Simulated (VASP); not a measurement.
Set up this calculation in VASP 6.6.1, as the native input.

- Task: single point
- Functional: r2SCAN
- Potentials or basis: VASP PAW PBE potentials, release 64 (Sb)
- Cutoff: 520 eV
- k mesh: 9 × 9 × 9
- Occupations: fermi-dirac, width 0.05 eV
- Spin: no spin polarisation
- Dipole correction: no
- Further INCAR settings: ALGO = Normal; EDIFF = 1e-06; NBANDS = 8

Crystal: Sb.

```
Sb
1.0
     3.02818    0.00000    0.00000
     0.00000    3.02818    0.00000
     0.00000    0.00000    3.02818
Sb
1
Cartesian
  0.0000 0.0000 0.0000
```

One way to write it, as run:

POSCAR

```
Sb
1.0
    3.0281773497      0.0000000000      0.0000000000
    0.0000000000      3.0281773497      0.0000000000
    0.0000000000      0.0000000000      3.0281773497
Sb
1
Direct
    0.0000000000      0.0000000000      0.0000000000
```

INCAR.step1

```
PREC     = Accurate       # precision mode
ENCUT    = 520            # plane-wave cutoff, eV
ISMEAR   = -1             # smearing method
SIGMA    = 0.05           # smearing width, eV
LREAL    = F              # projectors in reciprocal space
LASPH    = T              # aspherical terms in the spheres
NELM     = 100            # most SCF steps
NBANDS   = 8              # bands
GGA      = PE             # functional
ALGO     = Normal         # electronic algorithm
EDIFF    = 1E-4           # SCF threshold, eV
LWAVE    = T              # write WAVECAR
LCHARG   = F              # write CHGCAR
```

INCAR.step2

```
PREC     = Accurate       # precision mode
ENCUT    = 520            # plane-wave cutoff, eV
EDIFF    = 1E-6           # SCF threshold, eV
ISMEAR   = -1             # smearing method
SIGMA    = 0.05           # smearing width, eV
LREAL    = F              # projectors in reciprocal space
LASPH    = T              # aspherical terms in the spheres
NELM     = 100            # most SCF steps
ALGO     = Normal         # electronic algorithm
ISIF     = 2              # what is computed and relaxed
LWAVE    = F              # write WAVECAR
LCHARG   = F              # write CHGCAR
METAGGA  = R2SCAN         # meta-GGA
LMIXTAU  = T            
NBANDS   = 8              # bands
ISTART   = 1
```

KPOINTS

```
Automatic mesh
0
Gamma
  9 9 9
```

Potentials or basis: VASP PAW PBE potentials, release 64 (Sb).

Command:

```bash
$ cat potpaw_PBE.64/Sb/POTCAR > POTCAR
$ cp INCAR.step1 INCAR
$ mpirun -np 1 vasp_std > vasp.out
$ cp INCAR.step2 INCAR
$ mpirun -np 1 vasp_std > vasp.out
```

Results of the run:

- Pressure: 3.5 GPa

Caveat: the PAW data sets were made with another functional, which shifts forces and pressure a little.

Run time: 9.9 s on 1 thread of Intel(R) Xeon(R) Platinum 8488C (Sapphire Rapids), on a shared host, peak memory 0.14 GiB.
